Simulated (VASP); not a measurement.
# BeTe (F-43m) in VASP: further runs

BeTe is run at these levels: PBE+D3(BJ); tasks: single point.

Everything below comes from runs of VASP 6.6.1. Logs are shortened: lines on timing, memory, paths and dates and some standing lists are left out, and cuts for length are marked.

### 1 The cell of the first run

Symmetry: F-43m, No. 216, cubic system. Conventional cell: a = 5.558 Å, b = 5.558 Å, c = 5.558 Å, α = 90.00°, β = 90.00°, γ = 90.00°. Within 3.2 Å of Be (site symmetry -43m) lie 4 Te at 2.41 Å. Te (site symmetry -43m) has 4 Be at 2.41 Å within 3.2 Å.

### 2 Single point, PBE+D3(BJ)

INCAR reads:

```
PREC = Accurate
ENCUT = 600
EDIFF = 1E-6
ISMEAR = 0
SIGMA = 0.05
LREAL = F
LASPH = T
NELM = 120
ALGO = Normal
ISIF = 2
LWAVE = F
LCHARG = F
GGA = PE
IVDW = 12
NBANDS = 11
GGA_COMPAT = F
```

KPOINTS reads:

```
Automatic mesh
0
Gamma
  8 8 8
```

POSCAR reads:

```
BeTe
1.0
    0.0000000000      2.7787967715      2.7787967715
    2.7787967715      0.0000000000      2.7787967715
    2.7787967715      2.7787967715      0.0000000000
Be Te
1 1
Direct
    0.0000000000      0.0000000000      0.0000000000
    0.7500000000      0.7500000000      0.7500000000
```

Potentials or basis: VASP PAW PBE potentials, release 64 (Be, Te).

Command:

```console
cat potpaw_PBE.64/Be/POTCAR potpaw_PBE.64/Te/POTCAR > POTCAR
mpirun -np 1 vasp_std > vasp.out
```

OUTCAR:

```text
PREC = Accurate
   ENCUT = 600
   EDIFF = 1E-6
   ISMEAR = 0
   LREAL = F
   LASPH = T
   NELM = 120
   ISIF = 2
   GGA = PE
   IVDW = 12
 IVDW          = 12

 ion  position               nearest neighbor table
   1  0.000  0.000  0.000-   2 2.41   2 2.41   2 2.41   2 2.41
   2  0.750  0.750  0.750-   1 2.41   1 2.41   1 2.41   1 2.41

  LATTYP: Found a face centered cubic cell.
 ALAT       =     5.5575935430

  Lattice vectors:

 A1 = (   0.0000000000,   2.7787967715,   2.7787967715)
 A2 = (   2.7787967715,   0.0000000000,   2.7787967715)
 A3 = (   2.7787967715,   2.7787967715,   0.0000000000)

Analysis of symmetry for initial positions (statically):
=====================================================================
 Subroutine PRICEL returns:
 Original cell was already a primitive cell.

 Routine SETGRP: Setting up the symmetry group for a
 face centered cubic supercell.

 Subroutine GETGRP returns: Found 24 space group operations
 (whereof 24 operations were pure point group operations)
 out of a pool of 48 trial point group operations.

The static configuration has the point symmetry T_d .

Analysis of symmetry for dynamics (positions and initial velocities):
=====================================================================
 Subroutine PRICEL returns:
 Original cell was already a primitive cell.

 Routine SETGRP: Setting up the symmetry group for a
 face centered cubic supercell.

 Subroutine GETGRP returns: Found 24 space group operations
 (whereof 24 operations were pure point group operations)
 out of a pool of 48 trial point group operations.

The dynamic configuration has the point symmetry T_d .

 Subroutine INISYM returns: Found 24 space group operations
 (whereof 24 operations are pure point group operations),
 and found     1 'primitive' translations

----------------------------------------------------------------------------------------

                                     Primitive cell

  volume of cell :      42.9141

  direct lattice vectors                    reciprocal lattice vectors
     0.000000000  2.778796772  2.778796772    -0.179933993  0.179933993  0.179933993
     2.778796772  0.000000000  2.778796772     0.179933993 -0.179933993  0.179933993
     2.778796772  2.778796772  0.000000000     0.179933993  0.179933993 -0.179933993

  length of vectors
     3.929812081  3.929812081  3.929812081     0.311654819  0.311654819  0.311654819

  position of ions in fractional coordinates (direct lattice)
     0.000000000  0.000000000  0.000000000
     0.750000000  0.750000000  0.750000000

  ion indices of the primitive-cell ions
   primitive index   ion index
                 1           1
                 2           2

----------------------------------------------------------------------------------------

 KPOINTS: Automatic mesh

Automatic generation of k-mesh.
 Grid dimensions read from file:
 generate k-points for:    8    8    8

 Generating k-lattice:

  Cartesian coordinates                     Fractional coordinates (reciprocal lattice)
    -0.022491749  0.022491749  0.022491749     0.125000000  0.000000000  0.000000000
     0.022491749 -0.022491749  0.022491749     0.000000000  0.125000000  0.000000000
     0.022491749  0.022491749 -0.022491749     0.000000000  0.000000000  0.125000000

  Length of vectors
     0.038956852  0.038956852  0.038956852

  Shift w.r.t. Gamma in fractional coordinates (k-lattice)
     0.000000000  0.000000000  0.000000000

 Subroutine IBZKPT returns following result:
 ===========================================

 Found     29 irreducible k-points:

 Following reciprocal coordinates:
            Coordinates               Weight
  0.000000  0.000000  0.000000      1.000000
  0.125000  0.000000  0.000000      8.000000
  0.250000  0.000000  0.000000      8.000000
  0.375000  0.000000  0.000000      8.000000
  0.500000  0.000000  0.000000      4.000000
  0.125000  0.125000  0.000000      6.000000
[... 16 lines left out ...]
  0.500000  0.250000  0.125000     48.000000
 -0.375000  0.250000  0.125000     24.000000
 [... further k-points ...]
   k-points           NKPTS =     29   k-points in BZ     NKDIM =     29   number of bands    NBANDS=     11
   number of dos      NEDOS =    301   number of ions     NIONS =      2
   total plane-waves  NPLWV =  32768
   dimension x,y,z NGX =    32 NGY =   32 NGZ =   32
   dimension x,y,z NGXF=    64 NGYF=   64 NGZF=   64
   ions per type =               1   1
   NGX,Y,Z   is equivalent  to a cutoff of  13.54, 13.54, 13.54 a.u.
   NGXF,Y,Z  is equivalent  to a cutoff of  27.07, 27.07, 27.07 a.u.
 SYSTEM =  unknown system
   PREC   = accura    normal or accurate (medium, high low for compatibility)
   ISTART =      0    job   : 0-new  1-cont  2-samecut
   ICHARG =      2    charge: 1-file 2-atom 10-const
   ISPIN  =      1    spin polarized calculation?
   LNONCOLLINEAR =      F non collinear calculations
   LSORBIT =      F    spin-orbit coupling
   LASPH  =      T    aspherical Exc in radial PAW
   ENCUT  =  600.0 eV  44.10 Ry    6.64 a.u.   7.85  7.85  7.85*2*pi/ulx,y,z
   NELM   =    120;   NELMIN=  2; NELMDL= -5     # of ELM steps
   EDIFF  = 0.1E-05   stopping-criterion for ELM
   LREAL  =      F    real-space projection
   EDIFFG = 0.1E-04   stopping-criterion for IOM
   NSW    =      0    number of steps for IOM
   IBRION =     -1    ionic relax: 0-MD 1-quasi-New 2-CG
   NFREE  =      0    steps in history (QN), initial steepest desc. (CG)
   ISIF   =      2    stress and relaxation
   ISYM   =      2    0-nonsym 1-usesym 2-fastsym
   POTIM  = 0.5000    time-step for ionic-motion
   TEBEG  =    0.0;   TEEND  =   0.0 temperature during run
   PSTRESS=    0.0 pullay stress
   NELECT =       8.0000    total number of electrons
   NUPDOWN=      -1.0000    fix difference up-down
   EMIN   =  10.00;   EMAX   =-10.00  energy-range for DOS
   EFERMI =   0.00;   METHOD = LEGACY
   ISMEAR =     0;   SIGMA  =   0.05  broadening in eV -4-tet -1-fermi 0-gaus
   EFERMI_NEDOS =   21; number of points for ismear=-14 and -15
   IALGO  =     38    algorithm
   IMIX   =      4    mixing-type and parameters
     AMIX     =   0.40;   BMIX     =  1.00
     AMIX_MAG =   1.60;   BMIX_MAG =  1.00
  volume/ion in A,a.u.               =      21.46       144.80
  Fermi-wavevector in a.u.,A,eV,Ry     =   0.935200  1.767273 11.899654  0.874600
  Thomas-Fermi vector in A             =   2.062084
   LORBIT       =      0    0 simple, 1 ext, 2 COOP (PROOUT), +10 PAW based schemes
   GGA     = PE    functional components
   LHFCALC =     F    Hartree Fock is set to
   AEXX    =    0.0000 exact exchange contribution
   IVDW    =    12    specifies the selected vdW correction
   LEPSILON=     F    determine dielectric tensor
   LRPA    =     F    only Hartree local field effects (RPA)
 non-spin polarized calculation
 Gauss-broadening in eV      SIGMA  =   0.05
  energy-cutoff  :      600.00
  volume of cell :       42.91
 maximum number of plane-waves:      1459
   NGX = 15   NGY = 15   NGZ = 15

 number of electron       8.0000000 magnetization

 Free energy of the ion-electron system (eV)
  ---------------------------------------------------
  ext. energy  EPLUGINS =         0.00000000
  ---------------------------------------------------
  free energy    TOTEN  =        -7.59523898 eV

  energy without entropy =       -7.59523898  energy(sigma->0) =       -7.59523898

 E-fermi :   5.8355     XC(G=0):  -9.2181

 val. band max:        5.5527605845   @ k =   0.0000   0.0000   0.0000
 cond. band min:       7.4251528464   @ k =   0.5000   0.5000   0.0000
 fundamental gap:      1.8723922619
 Fermi energy:         5.8354547491

 k-point     1 :       0.0000    0.0000    0.0000
  band No.  band energies     occupation
      1      -7.0153      2.00000
      2       5.5528      2.00000
      3       5.5528      2.00000
      4       5.5528      2.00000
      5       9.1263      0.00000
      6       9.1263      0.00000
      7       9.1263      0.00000
      8       9.6714      0.00000
      9      13.9264      0.00000
     10      15.8803      0.00000
     11      15.8803      0.00000

 k-point     2 :       0.1250    0.0000    0.0000
  band No.  band energies     occupation
      1      -6.8589      2.00000
      2       4.1856      2.00000
      3       5.2992      2.00000
      4       5.2992      2.00000
      5       9.1547      0.00000
      6       9.4905      0.00000
      7       9.4905      0.00000
      8      10.9026      0.00000
      9      14.3486      0.00000
     10      14.8988      0.00000
     11      14.8988      0.00000

 k-point     3 :       0.2500    0.0000    0.0000
  band No.  band energies     occupation
      1      -6.4248      2.00000
      2       2.0936      2.00000
      3       4.8330      2.00000
      4       4.8330      2.00000
      5       8.9577      0.00000
      6      10.0394      0.00000
      7      10.0394      0.00000
      8      12.7904      0.00000
      9      14.6212      0.00000
     10      14.6212      0.00000
     11      14.6782      0.00000

 k-point     4 :       0.3750    0.0000    0.0000
  band No.  band energies     occupation
      1      -5.8651      2.00000
      2       0.4281      2.00000
      3       4.4779      2.00000
      4       4.4779      2.00000
      5       8.7950      0.00000
      6      10.1613      0.00000
      7      10.1613      0.00000
      8      13.4227      0.00000
      9      15.5444      0.00000
     10      15.7186      0.00000
     11      15.7186      0.00000
[... 239 lines left out ...]
 k-point    22 :       0.3750    0.2500    0.1250
  band No.  band energies     occupation
      1      -6.0642      2.00000
      2       1.8490      2.00000
      3       3.1675      2.00000
      4       4.2505      2.00000
      5       9.1222      0.00000
      6      10.5387      0.00000
      7      10.9222      0.00000
      8      11.9409      0.00000
      9      14.7592      0.00000
     10      16.2797      0.00000
     11      16.8637      0.00000

 k-point    23 :       0.5000    0.2500    0.1250
  band No.  band energies     occupation
      1      -5.5642      2.00000
      2       0.7269      2.00000
      3       2.6176      2.00000
      4       3.7653      2.00000
      5       9.5885      0.00000
      6      10.2853      0.00000
      7      11.5416      0.00000
      8      12.5801      0.00000
      9      15.5151      0.00000
     10      16.0638      0.00000
     11      17.9719      0.00000

 k-point    24 :      -0.3750    0.2500    0.1250
  band No.  band energies     occupation
      1      -5.3080      2.00000
      2       0.1945      2.00000
      3       2.5106      2.00000
      4       3.5279      2.00000
      5       9.7433      0.00000
      6       9.9855      0.00000
      7      12.3454      0.00000
      8      13.4360      0.00000
      9      14.1317      0.00000
     10      17.2366      0.00000
     11      17.6115      0.00000

 [... further k-points ...]

------------------------ aborting loop because EDIFF is reached ----------------------------------------

 Edisp (eV)   -0.70617

 E8    (eV) :    -0.3008

  FORCE on cell =-STRESS in cart. coord.  units (eV):
  Direction    XX          YY          ZZ          XY          YZ          ZX
  --------------------------------------------------------------------------------------
  -------------------------------------------------------------------------------------
  Total       0.26089     0.26089     0.26089     0.00000    -0.00000    -0.00000
  in kB       9.74027     9.74027     9.74027     0.00000    -0.00000    -0.00000
  external pressure =        9.74 kB  Pullay stress =        0.00 kB

 VOLUME and BASIS-vectors are now :
 -----------------------------------------------------------------------------
  energy-cutoff  :      600.00
  volume of cell :       42.91
      direct lattice vectors                 reciprocal lattice vectors
     0.000000000  2.778796772  2.778796772    -0.179933993  0.179933993  0.179933993
     2.778796772  0.000000000  2.778796772     0.179933993 -0.179933993  0.179933993
     2.778796772  2.778796772  0.000000000     0.179933993  0.179933993 -0.179933993

 POSITION                                       TOTAL-FORCE (eV/Angst)
 -----------------------------------------------------------------------------------
      0.00000      0.00000      0.00000        -0.000000      0.000000      0.000000
      4.16820      4.16820      4.16820         0.000000     -0.000000     -0.000000
 -----------------------------------------------------------------------------------
    total drift:                               -0.000000     -0.000000     -0.000000

  FREE ENERGIE OF THE ION-ELECTRON SYSTEM (eV)
  ---------------------------------------------------
  free  energy   TOTEN  =        -8.3014063040 eV

  energy  without entropy=       -8.3014063040  energy(sigma->0) =       -8.30140630
```

It took 7.9 s on 1 thread of Intel Xeon 6975P-C (Granite Rapids), shared host; peak memory 0.19 GiB.

Results:

- Free energy: -8.3014 eV
- Pressure: 1.0 GPa
- Band gap on the k mesh: 1.87 eV, indirect (least direct gap 3.57 eV)
- Dispersion energy per atom: -0.353 eV

Caveat: spin-orbit coupling is left out, which moves the levels of the heavy elements.

### 3 Single point, PBE+D3(BJ)

This run uses another cell than the first one, of 21.73 Å³/atom, 1.013 times its volume.

INCAR reads:

```
PREC = Accurate
ENCUT = 600
EDIFF = 1E-6
ISMEAR = 0
SIGMA = 0.05
LREAL = False
LASPH = True
NELM = 120
ALGO = Normal
ISIF = 2
LWAVE = False
LCHARG = False
GGA = PE
IVDW = 12
NBANDS = 11
GGA_COMPAT = False
```

KPOINTS is that of step 2.

POSCAR reads:

```
BeTe
1.0
    0.0000000000      2.7906172850      2.7906172850
    2.7906172850      0.0000000000      2.7906172850
    2.7906172850      2.7906172850      0.0000000000
Be Te
1 1
Direct
    0.0000000000      0.0000000000      0.0000000000
    0.7500000000      0.7500000000      0.7500000000
```

Potentials or basis: VASP PAW PBE potentials, release 64 (Be, Te).

Command:

```console
cat potpaw_PBE.64/Be/POTCAR potpaw_PBE.64/Te/POTCAR > POTCAR
mpirun -np 1 vasp_std > vasp.out
```

Wall time 7.6 s (1 thread of Intel Xeon 6975P-C (Granite Rapids), shared host); peak memory 0.18 GiB.

The run converged. Its results:

| Quantity | Value |
| --- | --- |
| Free energy | -8.3033 eV |
| Pressure | 0.2 GPa |
| Band gap on the k mesh | 1.91 eV, indirect (least direct gap 3.59 eV) |
| Dispersion energy per atom | -0.348 eV |

Levels at points of the mesh, in eV from the valence-band top:
```
           k point  band 2  band 3  band 4  band 5  band 6  band 7
(0.00, 0.00, 0.00)    0.00    0.00    0.00    3.59    3.59    3.59
(0.50, 0.00, 0.00)   -5.72   -1.18   -1.18    3.15    4.58    4.58
(0.50, 0.50, 0.00)   -5.26   -2.75   -2.75    1.91    2.63    9.88
```

Caveat: spin-orbit coupling is left out, which moves the levels of the heavy elements.

### 4 Single point, PBE+D3(BJ) (volume scaled by 0.98)

INCAR reads:

```
  ALGO = Normal
  EDIFF = 1E-6
  ENCUT = 600
  GGA = PE
  GGA_COMPAT = F
  ISIF = 2
  ISMEAR = 0
  IVDW = 12
  LASPH = T
  LCHARG = F
  LREAL = F
  LWAVE = F
  NBANDS = 11
  NELM = 120
  PREC = Accurate
  SIGMA = 0.05
```

KPOINTS reads:

```
k-points
0
Gamma
  8 8 8
```

POSCAR reads:

```
BeTe
1.0
    0.0000000000      2.7718877456      2.7718877456
    2.7718877456      0.0000000000      2.7718877456
    2.7718877456      2.7718877456      0.0000000000
Be Te
1 1
Direct
    0.0000000000      0.0000000000      0.0000000000
    0.7500000000      0.7500000000      0.7500000000
```

Command:

```console
cat potpaw_PBE.64/Be/POTCAR potpaw_PBE.64/Te/POTCAR > POTCAR
mpirun -np 1 vasp_std > vasp.out
```

Run time: 7.2 s. Hardware: 1 thread of Intel Xeon 6975P-C (Granite Rapids), shared host; peak memory 0.18 GiB.

Results (log left out):

- Free energy: -8.2990 eV
- Pressure: 1.5 GPa
- Band gap on the k mesh: 1.85 eV, indirect (least direct gap 3.57 eV)
- Dispersion energy per atom: -0.356 eV

Levels at points of the mesh, in eV from the valence-band top:
```tsv
k point	band 1	band 2	band 3	band 4	band 5	band 6	band 7	band 8	band 9
(0.00, 0.00, 0.00)	-12.62	0.00	0.00	0.00	3.57	3.57	3.57	4.18	8.38
(0.50, 0.00, 0.00)	-11.15	-5.85	-1.22	-1.22	3.20	4.57	4.57	7.80	11.15
(0.50, 0.50, 0.00)	-10.61	-5.38	-2.83	-2.83	1.85	2.60	10.01	10.01	11.83
```

Caveat: the cell differs from its parent crystal (volume scaled by 0.98); spin-orbit coupling is left out, which moves the levels of the heavy elements. A k mesh can miss the band edges.

### 5 Single point, PBE+D3(BJ) (volume scaled by 0.96)

INCAR reads:

```
PREC = Accurate
ENCUT = 600
EDIFF = 1E-6
ISMEAR = 0
SIGMA = 0.05
LREAL = F
LASPH = T
NELM = 120
ALGO = Normal
ISIF = 2
LWAVE = F
LCHARG = T
GGA = PE
IVDW = 12
LELF = T
LVHAR = T
NBANDS = 11
GGA_COMPAT = F
```

KPOINTS reads:

```
Automatic mesh
0
Gamma
  8 8 8
```

POSCAR reads:

```
BeTe
1.0
    0.0000000000      2.7529016172      2.7529016172
    2.7529016172      0.0000000000      2.7529016172
    2.7529016172      2.7529016172      0.0000000000
Be Te
1 1
Direct
    0.0000000000      0.0000000000      0.0000000000
    0.7500000000      0.7500000000      0.7500000000
```

Command:

```console
cat potpaw_PBE.64/Be/POTCAR potpaw_PBE.64/Te/POTCAR > POTCAR
mpirun -np 1 vasp_std > vasp.out
```

It took 6.9 s on 1 thread of Intel Xeon 6975P-C (Granite Rapids), shared host; peak memory 0.19 GiB.

The run converged. Its results:

* Free energy: -8.2871 eV
* Pressure: 2.9 GPa
* Band gap on the k mesh: 1.80 eV, indirect (least direct gap 3.54 eV)
* Dispersion energy per atom: -0.364 eV

Levels at points of the mesh, in eV from the valence-band top:
```tsv
k point	band 2	band 3	band 4	band 5	band 6	band 7
(0.00, 0.00, 0.00)	0.00	0.00	0.00	3.54	3.54	3.54
(0.50, 0.00, 0.00)	-5.99	-1.25	-1.25	3.26	4.55	4.55
(0.50, 0.50, 0.00)	-5.49	-2.91	-2.91	1.80	2.56	10.14
```

Caveat: the cell differs from its parent crystal (volume scaled by 0.96); spin-orbit coupling is left out, which moves the levels of the heavy elements.

### 6 Single point, PBE+D3(BJ)

This run uses another cell than the first one, of 21.25 Å³/atom, 0.991 times its volume.

INCAR reads:

```
SYSTEM = BeTe
PREC = Accurate ; ENCUT = 600
EDIFF = 1E-6 ; ISMEAR = 0
SIGMA = 0.05 ; LREAL = .FALSE.
LASPH = .TRUE. ; NELM = 120
ALGO = Normal ; ISIF = 2
LWAVE = .FALSE. ; LCHARG = .FALSE.
GGA = PE ; IVDW = 12
NBANDS = 11 ; GGA_COMPAT = .FALSE.
```

KPOINTS reads:

```
Automatic mesh
0
G
  8 8 8
  0 0 0
```

POSCAR reads:

```
BeTe
1.0
    0.0000000000      2.7700007385      2.7700007385
    2.7700007385      0.0000000000      2.7700007385
    2.7700007385      2.7700007385      0.0000000000
Be Te
1 1
Direct
    0.0000000000      0.0000000000      0.0000000000
    0.7500000000      0.7500000000      0.7500000000
```

Potentials or basis: VASP PAW PBE potentials, release 64 (Be, Te).

Command:

```console
cat potpaw_PBE.64/Be/POTCAR potpaw_PBE.64/Te/POTCAR > POTCAR
mpirun -np 1 vasp_std > vasp.out
```

Wall time 6.7 s (1 thread of Intel Xeon 6975P-C (Granite Rapids), shared host); peak memory 0.19 GiB.

The run converged. Its results:

- Free energy: -8.2981 eV
- Pressure: 1.6 GPa
- Band gap on the k mesh: 1.85 eV, indirect (least direct gap 3.56 eV)
- Dispersion energy per atom: -0.357 eV

Levels at points of the mesh, in eV from the valence-band top:
| k point | band 2 | band 3 | band 4 | band 5 | band 6 | band 7 |
| --- | --- | --- | --- | --- | --- | --- |
| (0.00, 0.00, 0.00) | 0.00 | 0.00 | 0.00 | 3.56 | 3.56 | 3.56 |
| (0.50, 0.00, 0.00) | -5.87 | -1.22 | -1.22 | 3.21 | 4.56 | 4.56 |
| (0.50, 0.50, 0.00) | -5.39 | -2.84 | -2.84 | 1.85 | 2.59 | 10.02 |

Caveat: spin-orbit coupling is left out, which moves the levels of the heavy elements.

### 7 Overview

```tsv
cell	gap on the mesh (eV)	pressure (GPa)
a = 3.930 Å, angles 60.0°, 2 atoms	1.87	1.0
a = 3.947 Å, angles 60.0°, 2 atoms	1.91	0.2
a = 3.920 Å, angles 60.0°, 2 atoms	1.85	1.5
a = 3.893 Å, angles 60.0°, 2 atoms	1.80	2.9
a = 3.917 Å, angles 60.0°, 2 atoms	1.85	1.6
```

Alike in all rows: task single point; level PBE+D3(BJ); potentials or basis VASP PAW PBE potentials, release 64 (Be, Te); no spin polarisation; k mesh 8 × 8 × 8; cutoff (eV) 600; smearing gaussian 0.05 eV.

Caveats: spin-orbit coupling is left out, which moves the levels of the heavy elements.

Total energies depend on the potentials used, so only differences within one code and one set of settings carry meaning.
